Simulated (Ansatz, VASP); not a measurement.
Given: the input of a run of Ansatz 0.2.0 on HfN.

Contents of input.yaml:

```yaml
crystal:
  lattice:
    - [0.0, 2.454822, 2.454822]
    - [2.454822, 0.0, 2.454822]
    - [2.454822, 2.454822, 0.0]
  atoms:
    - { symbol: Hf, position: [0.0, 0.0, 0.0] }
    - { symbol: "N", position: [0.25, 0.25, 0.25] }
hamiltonian:
  xc: pbesol
  pseudopotentials: { kind: paw }
kpoints:
  mp_grid: { grid: [9, 9, 9] }
scf:
  occupations: { method: fermi_dirac, width: 0.05 }
output:
  forces: true
  stress: true
  eigenvalues: true
relax:
  f_tol: 0.01
  max_steps: 40
  cell: { stress_tol: 0.05 }
```

Potentials or basis: Ansatz PAW.

Command:

```bash
$ ansatz run input.yaml --threads 2 --pin off --max-ram 5632MiB --backend cpu --events-out ev --progress --plain --runs-dir out
```

Translate it to VASP 6.6.1. Potentials there: VASP PAW PBE potentials, release 64 (Hf_pv, N).

As run (the cutoff follows the program's own potentials):

INCAR

```
SYSTEM = HfN
  PREC = Accurate
  ENCUT = 600
  EDIFF = 1E-6
  ISMEAR = -1
  SIGMA = 0.05
  LREAL = .False.
  LASPH = .True.
  NELM = 100
  ALGO = Normal
  ISIF = 3
  LWAVE = .False.
  LCHARG = .False.
  GGA = PS
  IBRION = 2
  NSW = 60
  EDIFFG = -0.01
```

The input KPOINTS:

```
regular mesh
0
Gamma
  9 9 9
  0 0 0
```

Contents of POSCAR:

```
HfN
1.0
    0.0000000000      2.4548220000      2.4548220000
    2.4548220000      0.0000000000      2.4548220000
    2.4548220000      2.4548220000      0.0000000000
Hf N
1 1
Direct
    0.0000000000      0.0000000000      0.0000000000
    0.2500000000      0.2500000000      0.2500000000
```

Potentials or basis: VASP PAW PBE potentials, release 64 (Hf_pv, N).

Launch:

```console
$ cat potpaw_PBE.64/Hf_pv/POTCAR potpaw_PBE.64/N/POTCAR > POTCAR
$ mpirun -np 1 vasp_std > vasp.out
```

Both were run:

|  | VASP | Ansatz | Ansatz less VASP |
| --- | --- | --- | --- |
| gap on the k mesh at the Fermi level, each at its own relaxed structure (eV) | none | none | - |
| relaxed volume (Å³/atom) | 14.35 | 14.41 | +0.058 |
| relaxed cell length with the largest relative difference (Å) | 3.437 | 3.441 | +0.0046 |

VASP's potentials were made for PBE, not for PBEsol. A gap of «none» marks a metal or a gap that the smearing closes. VASP's potentials hold 15 valence electrons a cell and Ansatz's 31, so a difference there can come from the potentials and not from the codes.

Spin-orbit coupling is off throughout. Noted on Ansatz's run: the plane-wave basis is chosen anew once the cell has moved, so the energies of steps on either side of that aren't comparable.
